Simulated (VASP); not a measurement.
Runs of VASP 6.6.1 on Ba. The structure is hexagonal, space group P6/mmm (No. 191). The conventional cell has a = 6.996 Å, b = 6.996 Å, c = 3.909 Å, α = 90.00°, β = 90.00°, γ = 120.00°. Within 5.1 Å of Ba (site symmetry -6m2) lie 5 Ba at 3.91 to 4.04 Å. 

| k mesh | gap on the mesh (eV) | pressure (GPa) |
| --- | --- | --- |
| 2 × 2 × 3 | none | (a) |
| 3 × 3 × 5 | none | -0.5 |
| 5 × 5 × 7 | none | -0.1 |
| 2 × 2 × 2 | none | -1.4 |
| 4 × 4 × 6 | none | -0.1 |

Alike in all rows: task single point; level PBEsol; potentials or basis VASP PAW PBE potentials, release 64 (Ba_sv); no spin polarisation; cell as given; cutoff (eV) 520; smearing methfessel-paxton 0.05 eV.

**Question.** Fill in the values left out.

**Answer.** (a) 0.4.

Caveats: some runs use coarse meshes; the PAW data sets were made with another functional, which shifts forces and pressure a little; spin-orbit coupling is left out, which moves the levels of the heavy elements.

A k mesh can miss the band edges, and the runs leave out spin-orbit coupling on Ba.

A gap of «none» marks levels without a gap at the run's occupations.
